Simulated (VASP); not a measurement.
# SnSe2 (C2/m) in VASP: single point with PBE

Aim: the single point of SnSe2 with PBE.

Everything below comes from runs of VASP 6.6.1. Logs are shortened: lines on timing, memory, paths and dates and some standing lists are left out, and cuts for length are marked.

## (1) The cell of the first run

The structure is monoclinic, space group C2/m (No. 12). Conventional cell: a = 7.096 Å, b = 3.811 Å, c = 6.137 Å, α = 90.00°, β = 90.00°, γ = 90.00°. Sn (site symmetry 2/m) has 6 Se at 2.72 to 2.82 Å within 3.6 Å. Se (site symmetry m) has 3 Sn at 2.72 to 2.82 Å within 3.6 Å.

## (2) Single point, PBE (strain +0.0750 x Voigt [0, 1, 0, 0, 0, 0])

The input, INCAR:

```
PREC     = Accurate       # precision mode
ENCUT    = 520            # plane-wave cutoff, eV
EDIFF    = 1E-6           # SCF threshold, eV
ISMEAR   = 0              # smearing method
SIGMA    = 0.05           # smearing width, eV
LREAL    = F              # projectors in reciprocal space
LASPH    = T              # aspherical terms in the spheres
NELM     = 60             # most SCF steps
ALGO     = Normal         # electronic algorithm
ISIF     = 2              # what is computed and relaxed
LWAVE    = F              # write WAVECAR
LCHARG   = T              # write CHGCAR
GGA      = PE             # functional
LELF     = T              # ELF
LVHAR    = T            
NBANDS   = 20             # bands
```

The input, KPOINTS:

```
regular mesh
0
Gamma
  12 12 6
```

The input, POSCAR:

```
SnSe2
1.0
    3.8109987816      0.0000000000      0.0000000000
   -1.9054993908      3.5479533905      0.0000000000
    0.0000000000      0.0000000000      6.1370000000
Sn Se
1 2
Direct
    0.0000000000      0.0000000000      0.0000000000
    0.3333333333      0.6666666667      0.2500000000
    0.6666666667      0.3333333333      0.7500000000
```

Potentials or basis: VASP PAW PBE potentials, release 64 (Sn_d, Se).

Run with:

```bash
cat potpaw_PBE.64/Sn_d/POTCAR potpaw_PBE.64/Se/POTCAR > POTCAR
mpirun -np 1 vasp_std > vasp.out
```

OUTCAR:

```text
PREC = Accurate
   ENCUT = 520
   EDIFF = 1E-6
   ISMEAR = 0
   LREAL = F
   LASPH = T
   NELM = 60
   ISIF = 2
   GGA = PE

 ion  position               nearest neighbor table
   1  0.000  0.000  0.000-   2 2.72   3 2.72   3 2.72   2 2.72   3 2.82   2 2.82
   2  0.333  0.667  0.250-   1 2.72   1 2.72   1 2.82
   3  0.667  0.333  0.750-   1 2.72   1 2.72   1 2.82

  LATTYP: Found a base centered orthorhombic cell.
 ALAT       =     3.8109987816
 B/A-ratio  =     1.8619546181
 C/A-ratio  =     1.6103390087

  Lattice vectors:

 A1 = (   1.9054993908,  -3.5479533905,   0.0000000000)
 A2 = (   1.9054993908,   3.5479533905,   0.0000000000)
 A3 = (   0.0000000000,   0.0000000000,   6.1370000000)

Analysis of symmetry for initial positions (statically):
=====================================================================
 Subroutine PRICEL returns:
 Original cell was already a primitive cell.

 Routine SETGRP: Setting up the symmetry group for a
 base centered orthorhombic supercell.

 Subroutine GETGRP returns: Found  4 space group operations
 (whereof  4 operations were pure point group operations)
 out of a pool of  8 trial point group operations.

The static configuration has the point symmetry C_2h.

Analysis of symmetry for dynamics (positions and initial velocities):
=====================================================================
 Subroutine PRICEL returns:
 Original cell was already a primitive cell.

 Routine SETGRP: Setting up the symmetry group for a
 base centered orthorhombic supercell.

 Subroutine GETGRP returns: Found  4 space group operations
 (whereof  4 operations were pure point group operations)
 out of a pool of  8 trial point group operations.

The dynamic configuration has the point symmetry C_2h.

 Subroutine INISYM returns: Found  4 space group operations
 (whereof  4 operations are pure point group operations),
 and found     1 'primitive' translations

----------------------------------------------------------------------------------------

                                     Primitive cell

  volume of cell :      82.9799

  direct lattice vectors                    reciprocal lattice vectors
     3.810998782  0.000000000  0.000000000     0.262398405  0.140926316  0.000000000
    -1.905499391  3.547953391  0.000000000     0.000000000  0.281852632  0.000000000
     0.000000000  0.000000000  6.137000000     0.000000000  0.000000000  0.162946065

  length of vectors
     3.810998782  4.027269694  6.137000000     0.297847527  0.281852632  0.162946065

  position of ions in fractional coordinates (direct lattice)
     0.000000000  0.000000000  0.000000000
     0.333333333  0.666666667  0.250000000
     0.666666667  0.333333333  0.750000000

  ion indices of the primitive-cell ions
   primitive index   ion index
                 1           1
                 2           2
                 3           3

----------------------------------------------------------------------------------------

 KPOINTS: regular mesh

Automatic generation of k-mesh.
 Grid dimensions read from file:
 generate k-points for:   12   12    6

 Generating k-lattice:

  Cartesian coordinates                     Fractional coordinates (reciprocal lattice)
     0.021866534  0.011743860  0.000000000     0.083333333  0.000000000  0.000000000
     0.000000000  0.023487719  0.000000000     0.000000000  0.083333333  0.000000000
     0.000000000  0.000000000  0.027157677     0.000000000  0.000000000  0.166666667

  Length of vectors
     0.024820627  0.023487719  0.027157677

  Shift w.r.t. Gamma in fractional coordinates (k-lattice)
     0.000000000  0.000000000  0.000000000

 Subroutine IBZKPT returns following result:
 ===========================================

 Found    242 irreducible k-points:

 Following reciprocal coordinates:
            Coordinates               Weight
  0.000000  0.000000  0.000000      1.000000
  0.083333  0.000000  0.000000      4.000000
  0.166667  0.000000  0.000000      4.000000
  0.250000 -0.000000  0.000000      4.000000
  0.333333 -0.000000  0.000000      4.000000
  0.416667  0.000000  0.000000      4.000000
[... 16 lines left out ...]
  0.333333  0.166667  0.000000      4.000000
  0.416667  0.166667  0.000000      4.000000
 [... further k-points ...]
   k-points           NKPTS =    242   k-points in BZ     NKDIM =    242   number of bands    NBANDS=     20
   number of dos      NEDOS =    301   number of ions     NIONS =      3
   total plane-waves  NPLWV =  40320
   dimension x,y,z NGX =    28 NGY =   30 NGZ =   48
   dimension x,y,z NGXF=    56 NGYF=   60 NGZF=   96
   ions per type =               1   2
   NGX,Y,Z   is equivalent  to a cutoff of  12.21, 12.38, 13.00 a.u.
   NGXF,Y,Z  is equivalent  to a cutoff of  24.43, 24.77, 26.01 a.u.
 SYSTEM =  unknown system
   PREC   = accura    normal or accurate (medium, high low for compatibility)
   ISTART =      0    job   : 0-new  1-cont  2-samecut
   ICHARG =      2    charge: 1-file 2-atom 10-const
   ISPIN  =      1    spin polarized calculation?
   LNONCOLLINEAR =      F non collinear calculations
   LSORBIT =      F    spin-orbit coupling
   LASPH  =      T    aspherical Exc in radial PAW
   ENCUT  =  520.0 eV  38.22 Ry    6.18 a.u.   7.09  7.49 11.41*2*pi/ulx,y,z
   NELM   =     60;   NELMIN=  2; NELMDL= -5     # of ELM steps
   EDIFF  = 0.1E-05   stopping-criterion for ELM
   LREAL  =      F    real-space projection
   EDIFFG = 0.1E-04   stopping-criterion for IOM
   NSW    =      0    number of steps for IOM
   IBRION =     -1    ionic relax: 0-MD 1-quasi-New 2-CG
   NFREE  =      0    steps in history (QN), initial steepest desc. (CG)
   ISIF   =      2    stress and relaxation
   ISYM   =      2    0-nonsym 1-usesym 2-fastsym
   POTIM  = 0.5000    time-step for ionic-motion
   TEBEG  =    0.0;   TEEND  =   0.0 temperature during run
   PSTRESS=    0.0 pullay stress
   NELECT =      26.0000    total number of electrons
   NUPDOWN=      -1.0000    fix difference up-down
   EMIN   =  10.00;   EMAX   =-10.00  energy-range for DOS
   EFERMI =   0.00;   METHOD = LEGACY
   ISMEAR =     0;   SIGMA  =   0.05  broadening in eV -4-tet -1-fermi 0-gaus
   EFERMI_NEDOS =   21; number of points for ismear=-14 and -15
   IALGO  =     38    algorithm
   IMIX   =      4    mixing-type and parameters
     AMIX     =   0.40;   BMIX     =  1.00
     AMIX_MAG =   1.60;   BMIX_MAG =  1.00
  volume/ion in A,a.u.               =      27.66       186.66
  Fermi-wavevector in a.u.,A,eV,Ry     =   1.111924  2.101231 16.821895  1.236374
  Thomas-Fermi vector in A             =   2.248492
   LORBIT       =      0    0 simple, 1 ext, 2 COOP (PROOUT), +10 PAW based schemes
   GGA     = PE    functional components
   LHFCALC =     F    Hartree Fock is set to
   AEXX    =    0.0000 exact exchange contribution
   IVDW    =     0    specifies the selected vdW correction
   LEPSILON=     F    determine dielectric tensor
   LRPA    =     F    only Hartree local field effects (RPA)
 non-spin polarized calculation
 Gauss-broadening in eV      SIGMA  =   0.05
  energy-cutoff  :      520.00
  volume of cell :       82.98
 maximum number of plane-waves:      2258
   NGX = 15   NGY = 15   NGZ = 23

 number of electron      26.0000004 magnetization

 Free energy of the ion-electron system (eV)
  ---------------------------------------------------
  ext. energy  EPLUGINS =         0.00000000
  ---------------------------------------------------
  free energy    TOTEN  =       -11.78211671 eV

  energy without entropy =      -11.78211671  energy(sigma->0) =      -11.78211671

 E-fermi :   3.8201     XC(G=0):  -9.1404

 val. band max:        3.6404805835   @ k =   0.0000   0.0833   0.0000
 cond. band min:       3.9937213285   @ k =  -0.4167  -0.0000   0.3333
 fundamental gap:      0.3532407450
 Fermi energy:         3.8201182160

 k-point     1 :       0.0000    0.0000    0.0000
  band No.  band energies     occupation
      1     -17.7864      2.00000
      2     -17.7563      2.00000
      3     -17.7490      2.00000
      4     -17.7460      2.00000
      5     -17.7253      2.00000
      6     -10.0290      2.00000
[... 12 lines left out ...]
     19      11.8458      0.00000
     20      12.5850      0.00000

 k-point     2 :       0.0833    0.0000    0.0000
  band No.  band energies     occupation
      1     -17.7848      2.00000
      2     -17.7589      2.00000
      3     -17.7481      2.00000
      4     -17.7465      2.00000
      5     -17.7245      2.00000
      6      -9.9661      2.00000
[... 12 lines left out ...]
     19      11.9616      0.00000
     20      12.1101      0.00000

 k-point     3 :       0.1667    0.0000    0.0000
  band No.  band energies     occupation
      1     -17.7823      2.00000
      2     -17.7654      2.00000
      3     -17.7497      2.00000
      4     -17.7433      2.00000
      5     -17.7218      2.00000
      6      -9.7822      2.00000
[... 12 lines left out ...]
     19      11.7158      0.00000
     20      12.2159      0.00000

 k-point     4 :       0.2500   -0.0000    0.0000
  band No.  band energies     occupation
      1     -17.7868      2.00000
      2     -17.7681      2.00000
      3     -17.7526      2.00000
      4     -17.7377      2.00000
      5     -17.7165      2.00000
      6      -9.4929      2.00000
[... 12 lines left out ...]
     19      11.4554      0.00000
     20      12.6252      0.00000

 k-point     5 :       0.3333   -0.0000    0.0000
  band No.  band energies     occupation
      1     -17.7974      2.00000
      2     -17.7668      2.00000
      3     -17.7554      2.00000
      4     -17.7321      2.00000
      5     -17.7094      2.00000
      6      -9.1333      2.00000
[... 12 lines left out ...]
     19      11.9400      0.00000
     20      13.1110      0.00000

 k-point     6 :       0.4167    0.0000    0.0000
  band No.  band energies     occupation
      1     -17.8061      2.00000
      2     -17.7661      2.00000
      3     -17.7572      2.00000
      4     -17.7280      2.00000
      5     -17.7032      2.00000
      6      -8.7763      2.00000
[... 12 lines left out ...]
     19      12.7289      0.00000
     20      13.6070      0.00000

 k-point     7 :       0.5000   -0.0000    0.0000
  band No.  band energies     occupation
      1     -17.8093      2.00000
      2     -17.7661      2.00000
      3     -17.7578      2.00000
      4     -17.7265      2.00000
      5     -17.7008      2.00000
      6      -8.5925      2.00000
[... 12 lines left out ...]
     19      13.1329      0.00000
     20      13.9516      0.00000
[... 277 lines left out ...]
 k-point    20 :       0.0833    0.1667    0.0000
  band No.  band energies     occupation
      1     -17.7969      2.00000
      2     -17.7567      2.00000
      3     -17.7439      2.00000
      4     -17.7376      2.00000
      5     -17.7278      2.00000
      6      -9.6487      2.00000
[... 12 lines left out ...]
     19      11.1512      0.00000
     20      12.8902      0.00000

 k-point    21 :       0.1667    0.1667    0.0000
  band No.  band energies     occupation
      1     -17.7968      2.00000
      2     -17.7632      2.00000
      3     -17.7460      2.00000
      4     -17.7324      2.00000
      5     -17.7242      2.00000
      6      -9.3822      2.00000
[... 12 lines left out ...]
     19      10.5346      0.00000
     20      13.2552      0.00000

 k-point    22 :       0.2500    0.1667    0.0000
  band No.  band energies     occupation
      1     -17.7970      2.00000
      2     -17.7698      2.00000
      3     -17.7488      2.00000
      4     -17.7282      2.00000
      5     -17.7183      2.00000
      6      -9.0441      2.00000
[... 12 lines left out ...]
     19      11.1122      0.00000
     20      13.3163      0.00000

 k-point    23 :       0.3333    0.1667    0.0000
  band No.  band energies     occupation
      1     -17.7994      2.00000
      2     -17.7730      2.00000
      3     -17.7516      2.00000
      4     -17.7265      2.00000
      5     -17.7110      2.00000
      6      -8.6979      2.00000
[... 12 lines left out ...]
     19      12.1545      0.00000
     20      13.2470      0.00000

 k-point    24 :       0.4167    0.1667    0.0000
  band No.  band energies     occupation
      1     -17.8021      2.00000
      2     -17.7728      2.00000
      3     -17.7536      2.00000
      4     -17.7279      2.00000
      5     -17.7046      2.00000
      6      -8.4914      2.00000
[... 12 lines left out ...]
     19      12.2558      0.00000
     20      13.3102      0.00000

 [... further k-points ...]
[... 5 lines left out ...]
  --------------------------------------------------------------------------------------
  -------------------------------------------------------------------------------------
  Total        0.9562152     -1.5304875      1.2098109      0.0000000     -0.0095604      0.0000000
  in kB       18.4626223    -29.5506829     23.3590523      0.0000000     -0.1845931      0.0000000
  external PRESSURE =       4.0903306 kB  Pullay stress =       0.0000000 kB

 VOLUME and BASIS-vectors are now :
 -----------------------------------------------------------------------------
  energy-cutoff  :      520.00
  volume of cell :       82.98
      direct lattice vectors                 reciprocal lattice vectors
     3.810998782  0.000000000  0.000000000     0.262398405  0.140926316  0.000000000
    -1.905499391  3.547953391  0.000000000     0.000000000  0.281852632  0.000000000
     0.000000000  0.000000000  6.137000000     0.000000000  0.000000000  0.162946065

 POSITION                                       TOTAL-FORCE (eV/Angst)
 -----------------------------------------------------------------------------------
      0.00000      0.00000      0.00000        -0.000000     -0.000000      0.000000
     -0.00000      2.36530      1.53425         0.000000     -0.013914      0.266428
      1.90550      1.18265      4.60275         0.000000      0.013914     -0.266428
 -----------------------------------------------------------------------------------
    total drift:                               -0.000000     -0.000000     -0.000000

  FREE ENERGIE OF THE ION-ELECTRON SYSTEM (eV)
  ---------------------------------------------------
  free  energy   TOTEN  =       -11.7821167134 eV

  energy  without entropy=      -11.7821167119  energy(sigma->0) =      -11.78211671
```

Run time: 6.4 min. Hardware: 1 thread of Intel Xeon 8259CL, shared host; peak memory 0.49 GiB.

What came out:

```yaml
Free_energy: -11.7821 eV
Pressure: 0.4 GPa
Largest_force: 0.267 eV/Å
Band_gap_on_the_k_mesh: 0.35 eV (least direct gap 0.44 eV)
```

Forces in eV/Å, atoms in the order of the input:
```
Sn   0.000  0.000  0.000
Se   0.000 -0.014  0.266
Se   0.000  0.014 -0.266
```

Stress tensor (GPa, compression positive):
```
 1.85  0.00  0.00
 0.00 -2.96 -0.02
 0.00 -0.02  2.34
```

Caveat: the cell differs from its parent crystal (strain +0.0750 x Voigt [0, 1, 0, 0, 0, 0]); the stress differs along the axes, from -3 to 2 GPa; semilocal functionals underestimate gaps, and a narrow one can read as zero; spin-orbit coupling is left out, which moves the levels of the heavy elements; this functional lacks dispersion, which binds layers or chains, so the pressure and a relaxed spacing across them are unreliable. A k mesh can miss the band edges.
